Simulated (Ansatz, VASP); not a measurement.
**V in VASP and in Ansatz**

```
V
1.0
    -1.48297    1.48297    1.48297
     1.48297   -1.48297    1.48297
     1.48297    1.48297   -1.48297
V
1
Cartesian
  0.0000 0.0000 0.0000
```

Alike in both runs: functional PBEsol; k mesh 10 × 10 × 10; occupations gaussian, width 0.1 eV; no spin polarisation.

Ansatz relaxed the structure, and its values are those at the end. VASP's run is a single point on that final structure, the one shown.

|  | VASP | Ansatz |
| --- | --- | --- |
| version | VASP 6.6.1 | Ansatz 0.2.0 |
| potentials or method | VASP PAW PBE potentials, release 64 (V_sv), cutoff 500 eV | scalar-relativistic, plane waves, PAW |
| valence electrons in the cell | 13 | 13 |

|  | VASP | Ansatz | Ansatz less VASP |
| --- | --- | --- | --- |
| gap on the k mesh at the Fermi level (eV) | none | none | - |
| pressure (GPa) | -0.1 | -0.2 | -0.11 |

VASP's potentials were made for PBE, not for PBEsol. A gap of «none» marks a metal or a gap that the smearing closes.
